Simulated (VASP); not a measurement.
CaO, 4 atoms in the cell. The typed cell holds 4 atoms: a = 6.333 Å, b = 6.333 Å, c = 6.333 Å, α = 33.58°, β = 33.58°, γ = 33.58°. 

* Program: VASP 6.6.1
* Task: relaxation of cell and atoms
* Functional: PBEsol
* Potentials or basis: VASP PAW PBE potentials, release 64 (Ca_sv, O)
* Cutoff: 600 eV
* k mesh: 6 × 6 × 6
* Occupations: gaussian, width 0.02 eV
* Spin: no spin polarisation
* Dipole correction: no
* Further INCAR settings: ALGO = Normal; EDIFF = 1e-07; IBRION = 2; EDIFFG = -0.01; NSW = 80; ISIF = 3

Potentials or basis: VASP PAW PBE potentials, release 64 (Ca_sv, O).

Command:

```sh
$ cat potpaw_PBE.64/Ca_sv/POTCAR potpaw_PBE.64/O/POTCAR > POTCAR
$ mpirun -np 1 vasp_std > vasp.out
```

Hardware: 1 thread of AMD EPYC 9R45 96-Core Processor (Zen 5) (shared host).

Problem. Estimate the wall time of this run.

Solution. Wall time 4 min on 1 thread of AMD EPYC 9R45 96-Core Processor (Zen 5), on a shared host, peak memory 0.4 GiB. Counts: scf iterations 34, k points 32, ion steps 3.
